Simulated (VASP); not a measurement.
Write the native input for VASP 6.6.1 that does the following.

```
Task                   : single point
Functional             : r2SCAN
Potentials or basis    : VASP PAW PBE potentials, release 64 (Ba_sv, Ti_sv, O)
Cutoff                 : 520 eV
k mesh                 : 8 × 8 × 8
Occupations            : gaussian, width 0.02 eV
Spin                   : no spin polarisation
Dipole correction      : no
Further INCAR settings : ALGO = Normal; EDIFF = 1e-07; NBANDS = 28
```

Crystal: BaTiO3.

```
Ba Ti O
1.0
     4.09193    0.00000    0.00000
     0.00000    4.09193    0.00000
     0.00000    0.00000    3.97097
Ba Ti O
1 1 3
Direct
  0.50000 0.50000 0.57921
  0.00000 0.00000 0.09284
  0.00000 0.50000 0.06613
  0.50000 0.00000 0.06613
  0.00000 0.00000 0.55569
```

This cell differs from its parent crystal: biaxial strain in the a-b plane: +3.0 %, then relaxed in part.

The input as run:

POSCAR

```
BaTiO3
1.0
    4.0919344703      0.0000000000      0.0000000000
    0.0000000000      4.0919344703      0.0000000000
    0.0000000000      0.0000000000      3.9709668300
Ba Ti O
1 1 3
Direct
    0.5000000000      0.5000000000      0.5792056864
    0.0000000000      0.0000000000      0.0928409716
    0.0000000000      0.5000000000      0.0661278389
    0.5000000000      0.0000000000      0.0661278389
    0.0000000000      0.0000000000      0.5556946543
```

INCAR.step1

```
SYSTEM = BaTiO3
ALGO = Normal ; EDIFF = 1E-4
ENCUT = 520 ; GGA = PE
ISMEAR = 0 ; LASPH = .TRUE.
LCHARG = .FALSE. ; LREAL = .FALSE.
LWAVE = .TRUE. ; NBANDS = 28
NELM = 60 ; PREC = Accurate
SIGMA = 0.02
```

INCAR.step2

```
SYSTEM = BaTiO3
ALGO = Normal ; EDIFF = 1E-7
ENCUT = 520 ; ISIF = 2
ISMEAR = 0 ; ISTART = 1
LASPH = .TRUE. ; LCHARG = .TRUE.
LELF = .TRUE. ; LMIXTAU = .TRUE.
LREAL = .FALSE. ; LVHAR = .TRUE.
LWAVE = .FALSE. ; METAGGA = R2SCAN
NBANDS = 28 ; NELM = 60
PREC = Accurate ; SIGMA = 0.02
```

KPOINTS

```
k-points
0
G
  8 8 8
  0 0 0
```

Potentials or basis: VASP PAW PBE potentials, release 64 (Ba_sv, Ti_sv, O).

Launch:

```bash
$ cat potpaw_PBE.64/Ba_sv/POTCAR potpaw_PBE.64/Ti_sv/POTCAR potpaw_PBE.64/O/POTCAR > POTCAR
$ cp INCAR.step1 INCAR
$ mpirun -np 1 vasp_std > vasp.out
$ cp INCAR.step2 INCAR
$ mpirun -np 1 vasp_std > vasp.out
```

It gave:

```
Pressure               : -3.6 GPa
Largest force          : 0.144 eV/Å
Band gap on the k mesh : 2.10 eV, indirect (least direct gap 2.41 eV)
```

Caveat: the cell differs from its parent crystal (biaxial strain in the a-b plane: +3.0 %, then relaxed in part); the PAW data sets were made with another functional, which shifts forces and pressure a little; spin-orbit coupling is left out, which moves the levels of the heavy elements.

Wall time 3.9 min on 1 thread of Intel(R) Xeon(R) 6975P-C (Granite Rapids), on a shared host, peak memory 0.27 GiB.
